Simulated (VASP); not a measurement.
# Ba (Im-3m) in VASP: a series of runs

The runs below take Ba through electric field gradients, with PBEsol.

Program: VASP 6.6.1. These are calculated values, not measurements. Logs are shortened: lines on timing, memory, paths and dates and some standing lists are left out, and cuts for length are marked.

**1. The cell of the first run**

It takes space group Im-3m (No. 229, cubic). Conventional cell: a = 5.017 Å, b = 5.017 Å, c = 5.017 Å, α = 90.00°, β = 90.00°, γ = 90.00°. Within 5.7 Å of Ba (site symmetry m-3m) lie 14 Ba at 4.34 to 5.02 Å.

**2. Electric field gradients, PBEsol (63.13 Å³/atom)**

INCAR

```
PREC = Accurate
ENCUT = 520
EDIFF = 1E-8
ISMEAR = -1
SIGMA = 0.05
LREAL = False
LASPH = True
NELM = 100
ALGO = Normal
ISIF = 2
LWAVE = False
LCHARG = False
GGA = PS
LEFG = True
NBANDS = 11
```

KPOINTS

```
regular mesh
0
Gamma
  10 10 10
```

POSCAR

```
Ba
1.0
   -2.5083057089      2.5083057089      2.5083057089
    2.5083057089     -2.5083057089      2.5083057089
    2.5083057089      2.5083057089     -2.5083057089
Ba
1
Direct
    0.0000000000      0.0000000000      0.0000000000
```

Potentials or basis: VASP PAW PBE potentials, release 64 (Ba_sv).

Command:

```
$ cat potpaw_PBE.64/Ba_sv/POTCAR > POTCAR
$ mpirun -np 1 vasp_std > vasp.out
```

OUTCAR:

```text
PREC = Accurate
   ENCUT = 520
   EDIFF = 1E-8
   ISMEAR = -1
   LREAL = False
   LASPH = True
   NELM = 100
   ISIF = 2
   GGA = PS

 ion  position               nearest neighbor table
   1  0.000  0.000  0.000-

  LATTYP: Found a body centered cubic cell.
 ALAT       =     5.0166114178

  Lattice vectors:

 A1 = (  -2.5083057089,   2.5083057089,   2.5083057089)
 A2 = (   2.5083057089,  -2.5083057089,   2.5083057089)
 A3 = (   2.5083057089,   2.5083057089,  -2.5083057089)

Analysis of symmetry for initial positions (statically):
=====================================================================
 Subroutine PRICEL returns:
 Original cell was already a primitive cell.

 Routine SETGRP: Setting up the symmetry group for a
 body centered cubic supercell.

 Subroutine GETGRP returns: Found 48 space group operations
 (whereof 48 operations were pure point group operations)
 out of a pool of 48 trial point group operations.

The static configuration has the point symmetry O_h .

Analysis of symmetry for dynamics (positions and initial velocities):
=====================================================================
 Subroutine PRICEL returns:
 Original cell was already a primitive cell.

 Routine SETGRP: Setting up the symmetry group for a
 body centered cubic supercell.

 Subroutine GETGRP returns: Found 48 space group operations
 (whereof 48 operations were pure point group operations)
 out of a pool of 48 trial point group operations.

The dynamic configuration has the point symmetry O_h .

 Subroutine INISYM returns: Found 48 space group operations
 (whereof 48 operations are pure point group operations),
 and found     1 'primitive' translations

----------------------------------------------------------------------------------------

                                     Primitive cell

  volume of cell :      63.1250

  direct lattice vectors                    reciprocal lattice vectors
    -2.508305709  2.508305709  2.508305709     0.000000000  0.199337743  0.199337743
     2.508305709 -2.508305709  2.508305709     0.199337743  0.000000000  0.199337743
     2.508305709  2.508305709 -2.508305709     0.199337743  0.199337743  0.000000000

  length of vectors
     4.344512929  4.344512929  4.344512929     0.281906140  0.281906140  0.281906140

  position of ions in fractional coordinates (direct lattice)
     0.000000000  0.000000000  0.000000000

  ion indices of the primitive-cell ions
   primitive index   ion index
                 1           1

----------------------------------------------------------------------------------------

 KPOINTS: regular mesh

Automatic generation of k-mesh.
 Grid dimensions read from file:
 generate k-points for:   10   10   10

 Generating k-lattice:

  Cartesian coordinates                     Fractional coordinates (reciprocal lattice)
     0.000000000  0.019933774  0.019933774     0.100000000  0.000000000  0.000000000
     0.019933774  0.000000000  0.019933774     0.000000000  0.100000000  0.000000000
     0.019933774  0.019933774  0.000000000     0.000000000  0.000000000  0.100000000

  Length of vectors
     0.028190614  0.028190614  0.028190614

  Shift w.r.t. Gamma in fractional coordinates (k-lattice)
     0.000000000  0.000000000  0.000000000

 Subroutine IBZKPT returns following result:
 ===========================================

 Found     47 irreducible k-points:

 Following reciprocal coordinates:
            Coordinates               Weight
  0.000000  0.000000  0.000000      1.000000
  0.100000  0.000000  0.000000     12.000000
  0.200000  0.000000  0.000000     12.000000
  0.300000  0.000000  0.000000     12.000000
  0.400000  0.000000  0.000000     12.000000
  0.500000  0.000000  0.000000      6.000000
[... 16 lines left out ...]
  0.300000  0.300000  0.100000      8.000000
 -0.300000  0.300000  0.100000     24.000000
 [... further k-points ...]
   k-points           NKPTS =     47   k-points in BZ     NKDIM =     47   number of bands    NBANDS=     11
   number of dos      NEDOS =    301   number of ions     NIONS =      1
   total plane-waves  NPLWV =  32768
   dimension x,y,z NGX =    32 NGY =   32 NGZ =   32
   dimension x,y,z NGXF=    64 NGYF=   64 NGZF=   64
   ions per type =               1
   NGX,Y,Z   is equivalent  to a cutoff of  12.25, 12.25, 12.25 a.u.
   NGXF,Y,Z  is equivalent  to a cutoff of  24.49, 24.49, 24.49 a.u.
 SYSTEM =  unknown system
   PREC   = accura    normal or accurate (medium, high low for compatibility)
   ISTART =      0    job   : 0-new  1-cont  2-samecut
   ICHARG =      2    charge: 1-file 2-atom 10-const
   ISPIN  =      1    spin polarized calculation?
   LNONCOLLINEAR =      F non collinear calculations
   LSORBIT =      F    spin-orbit coupling
   LASPH  =      T    aspherical Exc in radial PAW
   ENCUT  =  520.0 eV  38.22 Ry    6.18 a.u.   8.08  8.08  8.08*2*pi/ulx,y,z
   NELM   =    100;   NELMIN=  2; NELMDL= -5     # of ELM steps
   EDIFF  = 0.1E-07   stopping-criterion for ELM
   LREAL  =      F    real-space projection
   EDIFFG = 0.1E-06   stopping-criterion for IOM
   NSW    =      0    number of steps for IOM
   IBRION =     -1    ionic relax: 0-MD 1-quasi-New 2-CG
   NFREE  =      0    steps in history (QN), initial steepest desc. (CG)
   ISIF   =      2    stress and relaxation
   ISYM   =      2    0-nonsym 1-usesym 2-fastsym
   POTIM  = 0.5000    time-step for ionic-motion
   TEBEG  =    0.0;   TEEND  =   0.0 temperature during run
   PSTRESS=    0.0 pullay stress
   NELECT =      10.0000    total number of electrons
   NUPDOWN=      -1.0000    fix difference up-down
   EMIN   =  10.00;   EMAX   =-10.00  energy-range for DOS
   EFERMI =   0.00;   METHOD = LEGACY
   ISMEAR =    -1;   SIGMA  =   0.05  broadening in eV -4-tet -1-fermi 0-gaus
   EFERMI_NEDOS =   21; number of points for ismear=-14 and -15
   IALGO  =     38    algorithm
   IMIX   =      4    mixing-type and parameters
     AMIX     =   0.40;   BMIX     =  1.00
     AMIX_MAG =   1.60;   BMIX_MAG =  1.00
  volume/ion in A,a.u.               =      63.13       425.99
  Fermi-wavevector in a.u.,A,eV,Ry     =   0.885811  1.673940 10.675961  0.784661
  Thomas-Fermi vector in A             =   2.006894
   LORBIT       =      0    0 simple, 1 ext, 2 COOP (PROOUT), +10 PAW based schemes
   GGA     = PS    functional components
   LHFCALC =     F    Hartree Fock is set to
   AEXX    =    0.0000 exact exchange contribution
   IVDW    =     0    specifies the selected vdW correction
   LEPSILON=     F    determine dielectric tensor
   LRPA    =     F    only Hartree local field effects (RPA)
 non-spin polarized calculation
  energy-cutoff  :      520.00
  volume of cell :       63.13
 maximum number of plane-waves:      1721
   NGX = 17   NGY = 17   NGZ = 17

 number of electron      10.0000000 magnetization

 Free energy of the ion-electron system (eV)
  ---------------------------------------------------
  ext. energy  EPLUGINS =         0.00000000
  ---------------------------------------------------
  free energy    TOTEN  =        -2.14394768 eV

  energy without entropy =       -2.13287547  energy(sigma->0) =       -2.13841158

 E-fermi :   1.5169     XC(G=0):  -7.4998

 val. band max:        1.5120764991   @ k =  -0.4000   0.4000   0.3000
 cond. band min:       1.5296990573   @ k =  -0.4000  -0.4000   0.1000
 fundamental gap:      0.0176225582
 Fermi energy:         1.5169064540

 k-point     1 :       0.0000    0.0000    0.0000
  band No.  band energies     occupation
      1     -27.3313      2.00000
      2     -12.2633      2.00000
      3     -12.2633      2.00000
      4     -12.2633      2.00000
      5      -1.2380      2.00000
      6       3.3390      0.00000
      7       3.3390      0.00000
      8       3.3390      0.00000
      9       4.7713      0.00000
     10       4.7713      0.00000
     11       8.4633      0.00000

 k-point     2 :       0.1000    0.0000    0.0000
  band No.  band energies     occupation
      1     -27.3271      2.00000
      2     -12.3108      2.00000
      3     -12.2779      2.00000
      4     -12.2636      2.00000
      5      -1.0516      2.00000
      6       3.1894      0.00000
      7       3.2525      0.00000
      8       3.5300      0.00000
      9       4.5468      0.00000
     10       4.7601      0.00000
     11       8.6711      0.00000

 k-point     3 :       0.2000    0.0000    0.0000
  band No.  band energies     occupation
      1     -27.3164      2.00000
      2     -12.4314      2.00000
      3     -12.3158      2.00000
      4     -12.2643      2.00000
      5      -0.5469      2.00000
      6       2.8557      0.00000
      7       2.8953      0.00000
      8       4.0892      0.00000
      9       4.4406      0.00000
     10       4.7793      0.00000
     11       8.9522      0.00000

 k-point     4 :       0.3000    0.0000    0.0000
  band No.  band energies     occupation
      1     -27.3030      2.00000
      2     -12.5741      2.00000
      3     -12.3618      2.00000
      4     -12.2653      2.00000
      5       0.0912      2.00000
      6       2.5188      0.00000
      7       2.5341      0.00000
      8       4.6259      0.00000
      9       4.9097      0.00000
     10       4.9711      0.00000
     11       8.4000      0.00000

 k-point     5 :       0.4000    0.0000    0.0000
  band No.  band energies     occupation
      1     -27.2921      2.00000
      2     -12.6849      2.00000
      3     -12.3985      2.00000
      4     -12.2661      2.00000
      5       0.5239      2.00000
      6       2.2862      0.00000
      7       2.5796      0.00000
      8       4.7599      0.00000
      9       5.1523      0.00000
     10       6.0537      0.00000
     11       7.5678      0.00000
[... 211 lines left out ...]
 k-point    21 :       0.3000    0.2000    0.1000
  band No.  band energies     occupation
      1     -27.2863      2.00000
      2     -12.6319      2.00000
      3     -12.4720      2.00000
      4     -12.3487      2.00000
      5       1.4128      1.77848
      6       2.0303      0.00007
      7       2.2644      0.00000
      8       5.0669      0.00000
      9       5.3244      0.00000
     10       6.2896      0.00000
     11       7.4665      0.00000

 k-point    22 :      -0.2000    0.2000    0.1000
  band No.  band energies     occupation
      1     -27.3126      2.00000
      2     -12.4320      2.00000
      3     -12.3313      2.00000
      4     -12.3007      2.00000
      5      -0.3786      2.00000
      6       2.9358      0.00000
      7       3.0016      0.00000
      8       3.7744      0.00000
      9       4.0192      0.00000
     10       5.2034      0.00000
     11       9.1608      0.00000

 k-point    23 :       0.3000    0.3000    0.1000
  band No.  band energies     occupation
      1     -27.2848      2.00000
      2     -12.5580      2.00000
      3     -12.5580      2.00000
      4     -12.3630      2.00000
      5       1.6809      0.07253
      6       2.1106      0.00001
      7       2.1106      0.00001
      8       5.2698      0.00000
      9       5.2698      0.00000
     10       5.7261      0.00000
     11       8.0990      0.00000

 k-point    24 :      -0.3000    0.3000    0.1000
  band No.  band energies     occupation
      1     -27.2995      2.00000
      2     -12.5675      2.00000
      3     -12.3781      2.00000
      4     -12.3000      2.00000
      5       0.2507      2.00000
      6       2.4670      0.00000
      7       2.6900      0.00000
      8       4.0142      0.00000
      9       4.8963      0.00000
     10       5.2787      0.00000
     11       8.2525      0.00000

 [... further k-points ...]
[... 5 lines left out ...]
  --------------------------------------------------------------------------------------
  -------------------------------------------------------------------------------------
  Total       -0.2449519     -0.2449519     -0.2449519      0.0000000      0.0000000      0.0000000
  in kB       -6.2171300     -6.2171300     -6.2171300      0.0000000      0.0000000      0.0000000
  external PRESSURE =      -6.2171300 kB  Pullay stress =       0.0000000 kB

 VOLUME and BASIS-vectors are now :
 -----------------------------------------------------------------------------
  energy-cutoff  :      520.00
  volume of cell :       63.13
      direct lattice vectors                 reciprocal lattice vectors
    -2.508305709  2.508305709  2.508305709     0.000000000  0.199337743  0.199337743
     2.508305709 -2.508305709  2.508305709     0.199337743  0.000000000  0.199337743
     2.508305709  2.508305709 -2.508305709     0.199337743  0.199337743  0.000000000

 POSITION                                       TOTAL-FORCE (eV/Angst)
 -----------------------------------------------------------------------------------
      0.00000      0.00000      0.00000         0.000000      0.000000     -0.000000
 -----------------------------------------------------------------------------------
    total drift:                                0.000000      0.000000     -0.000000

  FREE ENERGIE OF THE ION-ELECTRON SYSTEM (eV)
  ---------------------------------------------------
  free  energy   TOTEN  =        -2.1439476844 eV

  energy  without entropy=       -2.1328754711  energy(sigma->0) =       -2.13841158

 Electric field gradients (V/A^2)
---------------------------------------------------------------------
 ion       V_xx      V_yy      V_zz      V_xy      V_xz      V_yz
---------------------------------------------------------------------
   1      -0.000     0.000     0.000     0.000     0.000     0.000
---------------------------------------------------------------------

 Electric field gradients after diagonalization (V/A^2)
 (convention: |V_zz| > |V_xx| > |V_yy|)
----------------------------------------------------------------------
 ion       V_xx      V_yy      V_zz     asymmetry (V_yy - V_xx)/ V_zz
----------------------------------------------------------------------
   1      -0.000    -0.000     0.000       0.000
----------------------------------------------------------------------

           NMR quadrupolar parameters

 Cq : quadrupolar parameter    Cq=e*Q*V_zz/h
 eta: asymmetry parameters     (V_yy - V_xx)/ V_zz
 Q  : nuclear electric quadrupole moment in mb (millibarn)
----------------------------------------------------------------------
 ion       Cq(MHz)       eta       Q (mb)
----------------------------------------------------------------------
   1       0.000       0.000       1.000
----------------------------------------------------------------------
```

Wall time 30 s (1 thread of Intel Xeon 8259CL, shared host); peak memory 0.19 GiB.

What came out:

- Free energy: -2.1439 eV
- Pressure: -0.6 GPa
- Band gap on the k mesh: zero (bands 5 and 6 overlap by 0.85 eV)
- Largest electric field gradient by atom: zero within the noise of the run

Caveat: the PAW data sets were made with another functional, which shifts forces and pressure a little; spin-orbit coupling is left out, which moves the levels of the heavy elements.

(Continued in part 2 of 2.)
